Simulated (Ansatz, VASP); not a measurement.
# Ta2N: VASP beside Ansatz

```
Ta N
1.0
     3.06109    0.00000    0.00000
    -1.53055    2.65099    0.00000
     0.00000    0.00000    5.08105
Ta N
2 1
Direct
  0.66667 0.33333 0.73774
  0.33333 0.66667 0.26226
  0.00000 0.00000 0.00000
```

Alike in both runs: task single point; functional PBEsol; k mesh 15 × 15 × 10; occupations gaussian, width 0.1 eV; no spin polarisation.

|  | VASP | Ansatz |
| --- | --- | --- |
| version | VASP 6.6.1 | Ansatz 0.2.0 |
| potentials or method | VASP PAW PBE potentials, release 64 (Ta_pv, N), cutoff 520 eV | scalar-relativistic, plane waves, PAW |
| valence electrons in the cell | 27 | 31 |

VASP gave:

| Property | Result |
| --- | --- |
| gap on the k mesh at the Fermi level (eV) | none |
| pressure (GPa) | -12.3 |
| traceless stress, the component that is largest in VASP (GPa) | -5.29 |
| rms of the force components (eV/Å) | 0.402 |

Question: Estimate Ansatz's values.

Answer: gap on the k mesh at the Fermi level (eV): none; pressure (GPa): -12.7; traceless stress, the component that is largest in VASP (GPa): -5.27; rms of the force components (eV/Å): 0.424.

VASP's potentials were made for PBE, not for PBEsol. Atom by atom the forces differ by 0.022 eV/Å (rms over components). A gap of «none» marks a metal or a gap that the smearing closes. With one functional, cell and mesh, what is left measures potentials, basis and numerics. VASP's potentials hold 27 valence electrons a cell and Ansatz's 31, so a difference there can come from the potentials and not from the codes.

Neither program's run includes spin-orbit coupling.
